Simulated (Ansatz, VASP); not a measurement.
# MoSe in VASP and in Ansatz

```
Mo Se
1.0
     0.00000    2.85647    2.85647
     2.85647    0.00000    2.85647
     2.85647    2.85647    0.00000
Mo Se
1 1
Direct
  0.00000 0.00000 0.00000
  0.50000 0.50000 0.50000
```

Alike in both runs: task relaxation of cell and atoms; functional r2SCAN; k mesh 12 × 12 × 12; occupations gaussian, width 0.1 eV; collinear spin; Hubbard terms Mo d U = 4.38 eV.

```csv
,VASP,Ansatz
version,VASP 6.6.1,Ansatz 0.2.0
potentials or method,"VASP PAW PBE potentials, release 64 (Mo_sv, Se), cutoff 600 eV","scalar-relativistic, plane waves, PAW"
valence electrons in the cell,20,30
```

Ansatz gave:

- gap on the k mesh at the Fermi level, each at its own relaxed structure (eV): none
- net moment per atom (μB): 2.00
- size of the moment on the site where the two differ most (μB): 3.44
- relaxed volume (Å³/atom): 23.31
- relaxed length of the cell vector where the two differ most in proportion (Å): 4.040

Which values does VASP return?

gap on the k mesh at the Fermi level, each at its own relaxed structure (eV): none; net moment per atom (μB): 2.00; size of the moment on the site where the two differ most (μB): 3.67; relaxed volume (Å³/atom): 22.91; relaxed length of the cell vector where the two differ most in proportion (Å): 4.017.

VASP's potentials were made for PBE, not for r2SCAN. Site moments also hang on the region over which each program counts them. The programs project onto different local orbitals, so the same U acts differently, and such runs can settle in different states. A gap of «none» marks a metal or a gap that the smearing closes. VASP's potentials hold 20 valence electrons a cell and Ansatz's 30, so a difference there can come from the potentials and not from the codes. Ansatz's warnings: filled band counts differ across k points.
